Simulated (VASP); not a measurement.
# CsH (Fm-3m) in VASP: further runs

CsH is run at these levels: r2SCAN; tasks: single point.

Program: VASP 6.6.1. These are calculated values, not measurements. Logs are shortened: lines on timing, memory, paths and dates and some standing lists are left out, and cuts for length are marked.

### 1 The cell of the first run

The structure is cubic, space group Fm-3m (No. 225). The conventional cell has a = 5.308 Å, b = 5.308 Å, c = 5.308 Å, α = 90.00°, β = 90.00°, γ = 90.00°. Cs (site symmetry m-3m) has 6 H at 2.65 Å within 3.5 Å. Within 3.5 Å of H (site symmetry m-3m) lie 6 Cs at 2.65 Å.

### 2 Single point, r2SCAN

The input, POSCAR:

```
CsH
1.0
    2.6541929750      2.6541929750      0.0000000000
   -2.6541929750      2.6541929750      0.0000000000
    0.0000000000      2.6541929750      2.6541929750
Cs H
1 1
Direct
    0.0000000000      0.0000000000      0.0000000000
    0.5000000000      0.5000000000      0.0000000000
```

The input, INCAR.step1:

```
SYSTEM = CsH
ALGO = Normal
EDIFF = 1E-4
ENCUT = 520
GGA = PE
ISMEAR = 0
LASPH = .TRUE.
LCHARG = .FALSE.
LREAL = .FALSE.
LWAVE = .TRUE.
NBANDS = 12
NELM = 100
PREC = Accurate
SIGMA = 0.01
```

The input, INCAR.step2:

```
SYSTEM = CsH
ALGO = Normal
EDIFF = 1E-6
ENCUT = 520
ISIF = 2
ISMEAR = 0
ISTART = 1
LASPH = .TRUE.
LCHARG = .FALSE.
LMIXTAU = .TRUE.
LREAL = .FALSE.
LWAVE = .FALSE.
METAGGA = R2SCAN
NBANDS = 12
NELM = 100
PREC = Accurate
SIGMA = 0.01
```

The input, KPOINTS:

```
k-points
0
G
  6 6 6
  0 0 0
```

Potentials or basis: VASP PAW PBE potentials, release 64 (Cs_sv, H).

Launch:

```sh
$ cat potpaw_PBE.64/Cs_sv/POTCAR potpaw_PBE.64/H/POTCAR > POTCAR
$ cp INCAR.step1 INCAR
$ mpirun -np 1 vasp_std > vasp.out
$ cp INCAR.step2 INCAR
$ mpirun -np 1 vasp_std > vasp.out
```

OUTCAR:

```text
SYSTEM = CsH
   EDIFF = 1E-6
   ENCUT = 520
   ISIF = 2
   ISMEAR = 0
   ISTART = 1
   LASPH = .TRUE.
   LREAL = .FALSE.
   METAGGA = R2SCAN
   NELM = 100
   PREC = Accurate

 ion  position               nearest neighbor table
   1  0.000  0.000  0.000-
   2  0.500  0.500  0.000-

  LATTYP: Found a face centered cubic cell.
 ALAT       =     5.3083859500

  Lattice vectors:

 A1 = (   0.0000000000,   2.6541929750,   2.6541929750)
 A2 = (   2.6541929750,   0.0000000000,   2.6541929750)
 A3 = (   2.6541929750,   2.6541929750,   0.0000000000)

Analysis of symmetry for initial positions (statically):
=====================================================================
 Subroutine PRICEL returns:
 Original cell was already a primitive cell.

 Routine SETGRP: Setting up the symmetry group for a
 face centered cubic supercell.

 Subroutine GETGRP returns: Found 48 space group operations
 (whereof 48 operations were pure point group operations)
 out of a pool of 48 trial point group operations.

The static configuration has the point symmetry O_h .

Analysis of symmetry for dynamics (positions and initial velocities):
=====================================================================
 Subroutine PRICEL returns:
 Original cell was already a primitive cell.

 Routine SETGRP: Setting up the symmetry group for a
 face centered cubic supercell.

 Subroutine GETGRP returns: Found 48 space group operations
 (whereof 48 operations were pure point group operations)
 out of a pool of 48 trial point group operations.

The dynamic configuration has the point symmetry O_h .

 Subroutine INISYM returns: Found 48 space group operations
 (whereof 48 operations are pure point group operations),
 and found     1 'primitive' translations

----------------------------------------------------------------------------------------

                                     Primitive cell

  volume of cell :      37.3962

  direct lattice vectors                    reciprocal lattice vectors
     2.654192975  2.654192975  0.000000000     0.188381178  0.188381178 -0.188381178
    -2.654192975  2.654192975  0.000000000    -0.188381178  0.188381178 -0.188381178
     0.000000000  2.654192975  2.654192975     0.000000000  0.000000000  0.376762357

  length of vectors
     3.753595702  3.753595702  3.753595702     0.326285772  0.326285772  0.376762357

  position of ions in fractional coordinates (direct lattice)
     0.000000000  0.000000000  0.000000000
     0.500000000  0.500000000  0.000000000

  ion indices of the primitive-cell ions
   primitive index   ion index
                 1           1
                 2           2

----------------------------------------------------------------------------------------

 KPOINTS: k-points

Automatic generation of k-mesh.
 Grid dimensions read from file:
 generate k-points for:    6    6    6

 Generating k-lattice:

  Cartesian coordinates                     Fractional coordinates (reciprocal lattice)
     0.031396863  0.031396863 -0.031396863     0.166666667  0.000000000  0.000000000
    -0.031396863  0.031396863 -0.031396863     0.000000000  0.166666667  0.000000000
     0.000000000  0.000000000  0.062793726     0.000000000  0.000000000  0.166666667

  Length of vectors
     0.054380962  0.054380962  0.062793726

  Shift w.r.t. Gamma in fractional coordinates (k-lattice)
     0.000000000  0.000000000  0.000000000

 Subroutine IBZKPT returns following result:
 ===========================================

 Found     16 irreducible k-points:

 Following reciprocal coordinates:
            Coordinates               Weight
  0.000000  0.000000  0.000000      1.000000
  0.166667  0.000000  0.000000      8.000000
  0.333333  0.000000  0.000000      8.000000
  0.500000  0.000000  0.000000      4.000000
  0.166667  0.166667  0.000000     12.000000
  0.333333  0.166667  0.000000     24.000000
[... 8 lines left out ...]
  0.500000  0.333333  0.166667     24.000000
  0.500000  0.500000  0.166667     12.000000
   k-points           NKPTS =     16   k-points in BZ     NKDIM =     16   number of bands    NBANDS=     12
   number of dos      NEDOS =    301   number of ions     NIONS =      2
   total plane-waves  NPLWV =  21952
   dimension x,y,z NGX =    28 NGY =   28 NGZ =   28
   dimension x,y,z NGXF=    56 NGYF=   56 NGZF=   56
   ions per type =               1   1
   NGX,Y,Z   is equivalent  to a cutoff of  12.40, 12.40, 12.40 a.u.
   NGXF,Y,Z  is equivalent  to a cutoff of  24.80, 24.80, 24.80 a.u.
 SYSTEM =  CsH
   PREC   = accura    normal or accurate (medium, high low for compatibility)
   ISTART =      1    job   : 0-new  1-cont  2-samecut
   ICHARG =      0    charge: 1-file 2-atom 10-const
   ISPIN  =      1    spin polarized calculation?
   LNONCOLLINEAR =      F non collinear calculations
   LSORBIT =      F    spin-orbit coupling
   LASPH  =      T    aspherical Exc in radial PAW
   ENCUT  =  520.0 eV  38.22 Ry    6.18 a.u.   6.98  6.98  6.98*2*pi/ulx,y,z
   NELM   =    100;   NELMIN=  2; NELMDL=  0     # of ELM steps
   EDIFF  = 0.1E-05   stopping-criterion for ELM
   LREAL  =      F    real-space projection
   EDIFFG = 0.1E-04   stopping-criterion for IOM
   NSW    =      0    number of steps for IOM
   IBRION =     -1    ionic relax: 0-MD 1-quasi-New 2-CG
   NFREE  =      0    steps in history (QN), initial steepest desc. (CG)
   ISIF   =      2    stress and relaxation
   ISYM   =      2    0-nonsym 1-usesym 2-fastsym
   POTIM  = 0.5000    time-step for ionic-motion
   TEBEG  =    0.0;   TEEND  =   0.0 temperature during run
   PSTRESS=    0.0 pullay stress
   NELECT =      10.0000    total number of electrons
   NUPDOWN=      -1.0000    fix difference up-down
   EMIN   =  10.00;   EMAX   =-10.00  energy-range for DOS
   EFERMI =   0.00;   METHOD = LEGACY
   ISMEAR =     0;   SIGMA  =   0.01  broadening in eV -4-tet -1-fermi 0-gaus
   EFERMI_NEDOS =   21; number of points for ismear=-14 and -15
   IALGO  =     38    algorithm
   IMIX   =      4    mixing-type and parameters
     AMIX     =   0.40;   BMIX     =  1.00
     AMIX_MAG =   1.60;   BMIX_MAG =  1.00
  volume/ion in A,a.u.               =      18.70       126.18
  Fermi-wavevector in a.u.,A,eV,Ry     =   1.054708  1.993110 15.135250  1.112409
  Thomas-Fermi vector in A             =   2.189879
   LORBIT       =      0    0 simple, 1 ext, 2 COOP (PROOUT), +10 PAW based schemes
   METAGGA = R2SCAN    functional components
   LHFCALC =     F    Hartree Fock is set to
   AEXX    =    0.0000 exact exchange contribution
   IVDW    =     0    specifies the selected vdW correction
   LEPSILON=     F    determine dielectric tensor
   LRPA    =     F    only Hartree local field effects (RPA)
 non-spin polarized calculation
 Gauss-broadening in eV      SIGMA  =   0.01
  energy-cutoff  :      520.00
  volume of cell :       37.40
 maximum number of plane-waves:      1018
   NGX = 13   NGY = 13   NGZ = 13

 number of electron      10.0000002 magnetization

 Free energy of the ion-electron system (eV)
  ---------------------------------------------------
  ext. energy  EPLUGINS =         0.00000000
  ---------------------------------------------------
  free energy    TOTEN  =       -28.11755114 eV

  energy without entropy =      -28.11755114  energy(sigma->0) =      -28.11755114

 E-fermi :   3.7854     XC(G=0): -10.0456

 val. band max:        3.6864359176   @ k =   0.5000   0.0000   0.0000
 cond. band min:       5.2374085156   @ k =   0.5000   0.0000   0.0000
 fundamental gap:      1.5509725980
 Fermi energy:         3.7854224504

 k-point     1 :       0.0000    0.0000    0.0000
  band No.  band energies     occupation
      1     -19.7098      2.00000
      2      -4.4368      2.00000
      3      -4.4368      2.00000
      4      -4.4368      2.00000
      5       0.8760      2.00000
      6       8.7862      0.00000
      7       8.7862      0.00000
      8       8.7862      0.00000
      9      11.9966      0.00000
     10      11.9966      0.00000
     11      12.2588      0.00000
     12      13.0415      0.00000

 k-point     2 :       0.1667    0.0000    0.0000
  band No.  band energies     occupation
      1     -19.5688      2.00000
      2      -5.5090      2.00000
      3      -4.5311      2.00000
      4      -4.5311      2.00000
      5       1.8060      2.00000
      6       7.7777      0.00000
      7       9.0835      0.00000
      8       9.0835      0.00000
      9      11.1268      0.00000
     10      11.1268      0.00000
     11      11.2735      0.00000
     12      15.1448      0.00000

 k-point     3 :       0.3333    0.0000    0.0000
  band No.  band energies     occupation
      1     -19.2634      2.00000
      2      -7.1047      2.00000
      3      -4.7083      2.00000
      4      -4.7083      2.00000
      5       3.0581      2.00000
      6       6.1561      0.00000
      7       8.4983      0.00000
      8       8.4983      0.00000
      9      11.9853      0.00000
     10      12.4195      0.00000
     11      12.4195      0.00000
     12      19.4544      0.00000
[... 166 lines left out ...]
 k-point    15 :       0.5000    0.3333    0.1667
  band No.  band energies     occupation
      1     -18.9490      2.00000
      2      -7.0321      2.00000
      3      -6.1032      2.00000
      4      -5.3853      2.00000
      5       1.8855      2.00000
      6       7.2968      0.00000
      7       8.5641      0.00000
      8      10.0335      0.00000
      9      13.2148      0.00000
     10      13.6431      0.00000
     11      16.5205      0.00000
     12      17.1624      0.00000

 k-point    16 :       0.5000    0.5000    0.1667
  band No.  band energies     occupation
      1     -18.8998      2.00000
      2      -6.8528      2.00000
      3      -6.0310      2.00000
      4      -5.8282      2.00000
      5       1.1252      2.00000
      6       6.6822      0.00000
      7      10.0570      0.00000
      8      10.4330      0.00000
      9      15.1310      0.00000
     10      15.4102      0.00000
     11      15.8362      0.00000
     12      16.5868      0.00000

------------------------ aborting loop because EDIFF is reached ----------------------------------------

  FORCE on cell =-STRESS in cart. coord.  units (eV):
  Direction    XX          YY          ZZ          XY          YZ          ZX
  --------------------------------------------------------------------------------------
  -------------------------------------------------------------------------------------
  Total        3.6643546      3.6643546      3.6643546     -0.0000000      0.0000000     -0.0000000
  in kB      156.9931124    156.9931124    156.9931124     -0.0000000      0.0000000     -0.0000000
  external PRESSURE =     156.9931124 kB  Pullay stress =       0.0000000 kB

 VOLUME and BASIS-vectors are now :
 -----------------------------------------------------------------------------
  energy-cutoff  :      520.00
  volume of cell :       37.40
      direct lattice vectors                 reciprocal lattice vectors
     2.654192975  2.654192975  0.000000000     0.188381178  0.188381178 -0.188381178
    -2.654192975  2.654192975  0.000000000    -0.188381178  0.188381178 -0.188381178
     0.000000000  2.654192975  2.654192975     0.000000000  0.000000000  0.376762357

 POSITION                                       TOTAL-FORCE (eV/Angst)
 -----------------------------------------------------------------------------------
      0.00000      0.00000      0.00000        -0.000000      0.000000      0.000000
      0.00000      2.65419      0.00000         0.000000     -0.000000      0.000000
 -----------------------------------------------------------------------------------
    total drift:                                0.000000      0.000000     -0.000000

  FREE ENERGIE OF THE ION-ELECTRON SYSTEM (eV)
  ---------------------------------------------------
  free  energy   TOTEN  =       -28.1175511433 eV

  energy  without entropy=      -28.1175511433  energy(sigma->0) =      -28.11755114
```

Run time: 31 s. Hardware: 1 thread of Intel Xeon Platinum 8488C (Sapphire Rapids), shared host; peak memory 0.16 GiB.

What came out:

```
Free energy            : -28.1176 eV
Pressure               : 15.7 GPa
Band gap on the k mesh : 1.55 eV, direct
```

Caveat: the PAW data sets were made with another functional, which shifts forces and pressure a little; spin-orbit coupling is left out, which moves the levels of the heavy elements.

### 3 Single point, r2SCAN

This run uses another cell than the first one, of 20.76 Å³/atom, 1.110 times its volume.

The input, POSCAR:

```
CsH
1.0
    2.7481874031      2.7481874031      0.0000000000
   -2.7481874031      2.7481874031      0.0000000000
    0.0000000000      2.7481874031      2.7481874031
Cs H
1 1
Direct
    0.0000000000      0.0000000000      0.0000000000
    0.5000000000      0.5000000000      0.0000000000
```

The input, INCAR.step1:

```
PREC = Accurate
ENCUT = 520
ISMEAR = 0
SIGMA = 0.01
LREAL = F
LASPH = T
NELM = 80
NBANDS = 12
GGA = PE
ALGO = Normal
EDIFF = 1E-4
LWAVE = T
LCHARG = F
```

The input, INCAR.step2:

```
PREC = Accurate
ENCUT = 520
EDIFF = 1E-6
ISMEAR = 0
SIGMA = 0.01
LREAL = F
LASPH = T
NELM = 80
ALGO = Normal
ISIF = 2
LWAVE = F
LCHARG = F
METAGGA = R2SCAN
LMIXTAU = T
NBANDS = 12
ISTART = 1
```

The input, KPOINTS:

```
regular mesh
0
Gamma
  6 6 6
```

Potentials or basis: VASP PAW PBE potentials, release 64 (Cs_sv, H).

Launch:

```sh
$ cat potpaw_PBE.64/Cs_sv/POTCAR potpaw_PBE.64/H/POTCAR > POTCAR
$ cp INCAR.step1 INCAR
$ mpirun -np 1 vasp_std > vasp.out
$ cp INCAR.step2 INCAR
$ mpirun -np 1 vasp_std > vasp.out
```

Run time: 37 s. Hardware: 1 thread of Intel Xeon Platinum 8488C (Sapphire Rapids), shared host; peak memory 0.17 GiB.

It converged, with:

```yaml
Free_energy: -28.4500 eV
Pressure: 10.4 GPa
Band_gap_on_the_k_mesh: 1.81 eV, direct
```

Levels at points of the mesh, in eV from the valence-band top:
```csv
k point,band 2,band 3,band 4,band 5,band 6,band 7,band 8,band 9
"(0.00, 0.00, 0.00)",-8.11,-8.11,-8.11,-2.63,5.28,5.28,5.28,8.09
"(0.50, 0.00, 0.00)",-10.76,-8.39,-8.39,0.00,1.81,4.64,4.64,9.43
"(0.50, 0.50, 0.00)",-10.30,-8.96,-8.96,-2.99,2.06,8.56,10.58,10.84
```

Caveat: the PAW data sets were made with another functional, which shifts forces and pressure a little; spin-orbit coupling is left out, which moves the levels of the heavy elements. A k mesh can miss the band edges.

(Part 1 of 2 ends here.)
